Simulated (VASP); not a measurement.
A run of VASP 6.6.1:

The input INCAR:

```
  PREC = Accurate
  ENCUT = 520
  EDIFF = 1E-7
  ISMEAR = 0
  SIGMA = 0.02
  LREAL = F
  LASPH = T
  NELM = 80
  ALGO = Normal
  ISIF = 2
  LWAVE = F
  LCHARG = T
  GGA = PE
  LELF = T
  LVHAR = T
  NBANDS = 25
```

The input KPOINTS:

```
Automatic mesh
0
Gamma
  6 6 6
```

POSCAR

```
SiO2
1.0
   -2.5131482304      2.5131482304      3.6858647803
    2.5131482304     -2.5131482304      3.6858647803
    2.5131482304      2.5131482304     -3.6858647803
Si O
2 4
Direct
    0.0000000000      0.0000000000      0.0000000000
    0.7500000000      0.2500000000      0.5000000000
    0.3750000000      0.2174794929      0.3424794929
    0.9674794929      0.6250000000      0.8424794929
    0.7825205071      0.1250000000      0.1575205071
    0.8750000000      0.0325205071      0.6575205071
```

Potentials or basis: VASP PAW PBE potentials, release 64 (Si, O).

Launch:

```sh
$ cat potpaw_PBE.64/Si/POTCAR potpaw_PBE.64/O/POTCAR > POTCAR
$ mpirun -np 1 vasp_std > vasp.out
```

Hardware: 1 thread of Intel(R) Xeon(R) Platinum 8488C (Sapphire Rapids), on a shared host.

Task: Estimate the wall time of this run.

Result: It took 82 s on 1 thread of Intel(R) Xeon(R) Platinum 8488C (Sapphire Rapids) (shared host), peak memory 0.25 GiB. Counts: scf iterations 15, k points 30.
